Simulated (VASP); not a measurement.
A run of VASP 6.6.1:

Contents of INCAR:

```
SYSTEM = Ni
PREC     = Accurate       ! precision mode
ENCUT    = 600            ! plane-wave cutoff, eV
EDIFF    = 1E-7           ! SCF threshold, eV
ISMEAR   = -1             ! smearing method
SIGMA    = 0.05           ! smearing width, eV
LREAL    = .False.        ! projectors in reciprocal space
LASPH    = .True.         ! aspherical terms in the spheres
NELM     = 150            ! most SCF steps
ALGO     = Normal         ! electronic algorithm
ISIF     = 3              ! what is computed and relaxed
LWAVE    = .False.        ! write WAVECAR
LCHARG   = .False.        ! write CHGCAR
ISPIN    = 2              ! spin polarisation
MAGMOM   = 1 1            ! initial moments
LORBIT   = 11             ! projections on sites
LMAXMIX  = 4              ! l up to which the mixer works
GGA      = PS             ! functional
IBRION   = 2              ! ionic algorithm
NSW      = 80             ! ionic steps
EDIFFG   = -0.01          ! ionic threshold
PSTRESS  = 200.0
```

File KPOINTS:

```
regular mesh
0
Gamma
  12 12 7
  0 0 0
```

File POSCAR:

```
Ni
1.0
    2.4480228978      0.0000000000      0.0000000000
   -1.2240114489      2.1200500186      0.0000000000
    0.0000000000      0.0000000000      4.0728075700
Ni
2
Direct
    0.6666666667      0.3333333333      0.7500000000
    0.3333333333      0.6666666667      0.2500000000
```

Potentials or basis: VASP PAW PBE potentials, release 64 (Ni).

Launch:

```bash
$ cat potpaw_PBE.64/Ni/POTCAR > POTCAR
$ mpirun -np 1 vasp_std > vasp.out
```

Hardware: 1 thread of Intel(R) Xeon(R) 6975P-C (Granite Rapids) (shared host).

**Question.** How long does it take, and how much memory?

**Answer.** Run time: 2.5 min on 1 thread of Intel(R) Xeon(R) 6975P-C (Granite Rapids), on a shared host, peak memory 0.19 GiB. Counts: scf iterations 86, k points 76, ion steps 9.
